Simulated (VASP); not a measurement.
MgZn15O16, 64 atoms in the cell. The typed cell holds 64 atoms: a = 8.525 Å, b = 8.525 Å, c = 8.525 Å, α = 90.00°, β = 90.00°, γ = 90.00°. 

| Quantity | Value |
| --- | --- |
| Program | VASP 6.6.1 |
| Task | single point |
| Functional | PBEsol |
| Potentials or basis | VASP PAW PBE potentials, release 64 (O, Zn, Mg) |
| Cutoff | 700 eV |
| k mesh | 1 × 1 × 1, shifted |
| Occupations | fermi-dirac, width 0.05 eV |
| Spin | no spin polarisation |
| Dipole correction | no |
| Further INCAR settings | LREAL = Auto; ALGO = Normal; EDIFF = 1e-06; NBANDS = 316; ISYM = -1 |

Potentials or basis: VASP PAW PBE potentials, release 64 (O, Zn, Mg).

Launch:

```console
$ cat potpaw_PBE.64/O/POTCAR potpaw_PBE.64/Zn/POTCAR potpaw_PBE.64/Mg/POTCAR > POTCAR
$ mpirun -np 1 vasp_std > vasp.out
```

Hardware: 1 thread of Intel(R) Xeon(R) Platinum 8259CL CPU @ 2.50GHz (Skylake/Cascade Lake), on a shared host.

Q: Estimate the wall time of this run.

A: Wall time 20 min on 1 thread of Intel(R) Xeon(R) Platinum 8259CL CPU @ 2.50GHz (Skylake/Cascade Lake) (shared host), peak memory 1.1 GiB. Counts: scf iterations 19, k points 1.
